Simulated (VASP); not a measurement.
# Fe: single point with PBE

Crystal: Fe.

```xyz
2
Lattice="2.7467 0.0000 0.0000 0.0000 2.7467 0.0000 0.0000 0.0000 2.9349" Properties=species:S:1:pos:R:3 pbc="T T T"
Fe    0.0000    0.0000    0.0000
Fe    1.3734    1.3734    1.4674
```

This cell differs from its parent crystal: biaxial strain in the a-b plane: -3.0 %, then relaxed in part.

```json
{
 "Program": "VASP 6.6.1",
 "Task": "single point",
 "Functional": "PBE",
 "Potentials or basis": "VASP PAW PBE potentials, release 64 (Fe)",
 "Cutoff": "520 eV",
 "k mesh": "14 × 14 × 14",
 "Occupations": "gaussian, width 0.1 eV",
 "Spin": "collinear spin, ferromagnetic start",
 "Starting moments": "[2.44, 2.44] μB"
}
```

The pressure is 5.5 GPa and the net moment is 4.31 μB per cell. The site moments are Fe +2.15 μB. The valence electrons inside the program's atomic spheres are Fe 7.32.

Stress tensor (GPa, compression positive):
```
 8.26  0.00  0.00
 0.00  8.26  0.00
 0.00  0.00 -0.12
```

Levels at points of the mesh, in eV from the Fermi level:
Spin up:
| k point | band 7 | band 8 | band 9 | band 10 | band 11 | band 12 | band 13 | band 14 |
| --- | --- | --- | --- | --- | --- | --- | --- | --- |
| (0.00, 0.00, 0.00) | -1.30 | -0.97 | 0.05 | 0.20 | 0.20 | 8.43 | 10.99 | 10.99 |
| (0.50, 0.00, 0.00) | -1.85 | -1.85 | -1.15 | -1.15 | 0.51 | 0.51 | 16.18 | 16.18 |
| (0.50, 0.50, 0.00) | -0.74 | -0.74 | 0.48 | 0.48 | 0.89 | 0.89 | 8.06 | 8.06 |
| (0.00, 0.00, 0.50) | -1.74 | -1.74 | -1.07 | -1.07 | -0.25 | -0.25 | 17.72 | 17.72 |
| (0.50, 0.00, 0.50) | -0.81 | -0.81 | 0.33 | 0.33 | 0.39 | 0.39 | 7.37 | 7.37 |
| (0.50, 0.50, 0.50) | -1.01 | -1.01 | -0.72 | -0.72 | 8.67 | 8.67 | 8.67 | 8.67 |
Spin down:
```csv
k point,band 2,band 3,band 4,band 5,band 6,band 7,band 8,band 9,band 10,band 11
"(0.00, 0.00, 0.00)",-3.30,-3.13,-0.64,-0.64,-0.15,1.33,1.84,2.27,2.30,2.30
"(0.50, 0.00, 0.00)",-4.02,-0.84,-0.84,-0.41,-0.41,0.05,0.05,0.80,0.80,2.82
"(0.50, 0.50, 0.00)",-3.79,-2.19,-2.19,1.03,1.03,1.81,1.81,2.02,2.02,2.61
"(0.00, 0.00, 0.50)",-4.45,-1.03,-1.03,0.05,0.05,0.05,0.05,1.02,1.02,2.13
"(0.50, 0.00, 0.50)",-3.82,-1.61,-1.61,0.44,0.44,1.20,1.20,1.91,1.91,2.57
"(0.50, 0.50, 0.50)",-2.10,-1.90,-1.90,-1.90,-1.90,1.83,1.83,2.04,2.04,9.54
```

Wall time 110 s on 1 thread of Intel(R) Xeon(R) Platinum 8488C (Sapphire Rapids) (shared host), peak memory 0.27 GiB.

Caveat: the cell differs from its parent crystal (biaxial strain in the a-b plane: -3.0 %, then relaxed in part); the cell stands under pressure.
